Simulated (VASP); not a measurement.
A run of VASP 6.6.1 is set up as follows.

Contents of INCAR:

```
SYSTEM = KC
  PREC = Accurate
  ENCUT = 600
  EDIFF = 1E-6
  ISMEAR = 0
  SIGMA = 0.2
  LREAL = .FALSE.
  LASPH = .TRUE.
  NELM = 120
  ALGO = Normal
  ISIF = 2
  LWAVE = .FALSE.
  LCHARG = .FALSE.
  GGA = PE
  NBANDS = 14
  GGA_COMPAT = .FALSE.
```

Contents of KPOINTS:

```
Automatic mesh
0
G
  5 5 4
  0 0 0
```

File POSCAR:

```
KC
1.0
    3.0053165184      0.0000000000      0.0000000000
    0.0000000000      3.0053165184      0.0000000000
    0.0000000000      0.0000000000      5.2487654512
K C
1 1
Direct
    0.5000000000      0.5000000000      0.7561305408
    0.5000000000      0.5000000000      0.2563414292
```

Potentials or basis: VASP PAW PBE potentials, release 64 (K_sv, C).

Launch:

```console
$ cat potpaw_PBE.64/K_sv/POTCAR potpaw_PBE.64/C/POTCAR > POTCAR
$ mpirun -np 1 vasp_std > vasp.out
```

Problem. What does it give for the largest force?

Solution. 0.007 eV/Å.

Problem. Estimate the pressure.

Solution. -0.1 GPa.

Forces in eV/Å, atoms in the order of the input:
```
K    0.000  0.000  0.007
C    0.000  0.000 -0.007
```

Caveat: the k points lie up to 0.42 Å⁻¹ apart.
